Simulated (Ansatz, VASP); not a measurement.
**Two plane-wave programs on SnC2**

Contents of INCAR:

```
ALGO = Normal
EDIFF = 1E-6
EDIFFG = -0.001
ENCUT = 600
GGA = PE
IBRION = 2
ISIF = 3
ISMEAR = 0
LASPH = T
LCHARG = F
LREAL = F
LWAVE = F
NELM = 60
NSW = 80
PREC = Accurate
SIGMA = 0.01
```

KPOINTS

```
k-points
0
Gamma
  10 10 10
```

POSCAR

```
SnC2
1.0
   -2.0349669162      2.0349669162      3.2982960573
    2.0349669162     -2.0349669162      3.2982960573
    2.0349669162      2.0349669162     -3.2982960573
Sn C
1 2
Direct
    0.0000000000      0.0000000000      0.0000000000
    0.5962663686      0.5962663686      0.0000000000
    0.4037336314      0.4037336314      0.0000000000
```

Input for Ansatz:

```yaml
crystal:
  lattice:
    - [-2.0349669162, 2.0349669162, 3.2982960573]
    - [2.0349669162, -2.0349669162, 3.2982960573]
    - [2.0349669162, 2.0349669162, -3.2982960573]
  atoms:
    - { symbol: Sn, position: [0.0, 0.0, 0.0] }
    - { symbol: C, position: [0.5962663686, 0.5962663686, 0.0] }
    - { symbol: C, position: [0.4037336314, 0.4037336314, 0.0] }
basis:
  ecutwfc: 420
kpoints:
  mp_grid: { grid: [10, 10, 10] }
hamiltonian:
  xc: pbe
scf:
  occupations: { method: fixed }
output:
  forces: true
  stress: true
  eigenvalues: true
relax:
  adjacent_minimum: "off"
  f_tol: 0.001
  max_steps: 60
  cell: { stress_tol: 0.01 }
```

Alike in both runs: task relaxation of cell and atoms; functional PBE; k mesh 10 × 10 × 10; no spin polarisation.

|  | VASP | Ansatz |
| --- | --- | --- |
| version | VASP 6.6.1 | Ansatz 0.2.0 |
| potentials or method | VASP PAW PBE potentials, release 64 (Sn_d, C), cutoff 600 eV | scalar-relativistic, plane waves, PAW |
| occupations | gaussian, width 0.01 eV | fixed |
| valence electrons in the cell | 22 | 22 |

```tsv
	VASP	Ansatz	Ansatz less VASP
gap on the k mesh at the Fermi level, each at its own relaxed structure (eV)	0.94	0.95	+0.007
relaxed volume (Å³/atom)	18.19	18.21	+0.023
relaxed cell length with the largest relative difference (Å)	4.376	4.377	+0.0015
```
